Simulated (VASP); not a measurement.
Wanted: the native input for a VASP 6.6.1 run.

| Property | Result |
| --- | --- |
| Task | single point |
| Functional | PBEsol |
| Potentials or basis | VASP PAW PBE potentials, release 64 (Fe, Al) |
| Cutoff | 520 eV |
| k mesh | 7 × 7 × 7 |
| Occupations | fermi-dirac, width 0.05 eV |
| Spin | collinear spin, ferromagnetic start |
| Starting moments | [3.0, 0.0] μB |
| Dipole correction | no |
| Further INCAR settings | ALGO = Normal; EDIFF = 1e-06; NBANDS = 16 |

The structure of AlFe lies in POSCAR:

```
AlFe
1.0
    2.9100000000      0.0000000000      0.0000000000
    0.0000000000      2.9100000000      0.0000000000
    0.0000000000      0.0000000000      2.9100000000
Fe Al
1 1
Direct
    0.5155890000      0.5065740000      0.4759670000
    0.0170700000      0.0156410000     -0.0109370000
```

The input as run:

INCAR

```
PREC = Accurate ; ENCUT = 520
EDIFF = 1E-6 ; ISMEAR = -1
SIGMA = 0.05 ; LREAL = False
LASPH = True ; NELM = 150
ALGO = Normal ; ISIF = 2
LWAVE = False ; LCHARG = True
ISPIN = 2 ; MAGMOM = 3 0
LORBIT = 11 ; LMAXMIX = 4
GGA = PS ; LELF = True
LVHAR = True ; NBANDS = 16
```

KPOINTS

```
Automatic mesh
0
Gamma
  7 7 7
```

Potentials or basis: VASP PAW PBE potentials, release 64 (Fe, Al).

Command:

```sh
$ cat potpaw_PBE.64/Fe/POTCAR potpaw_PBE.64/Al/POTCAR > POTCAR
$ mpirun -np 1 vasp_std > vasp.out
```

It gave:

```
Pressure                                              : -10.6 GPa
Largest force                                         : 0.320 eV/Å
Net moment                                            : 0.76 μB per cell
Site moments                                          : Fe +0.81; Al -0.03 μB
Valence electrons inside the program's atomic spheres : Fe 7.36; Al 0.81
```

Caveat: the PAW data sets were made with another functional, which shifts forces and pressure a little.

Run time: 2.2 min on 1 thread of AMD EPYC 9R45 (Zen 5) (shared host), peak memory 0.19 GiB.
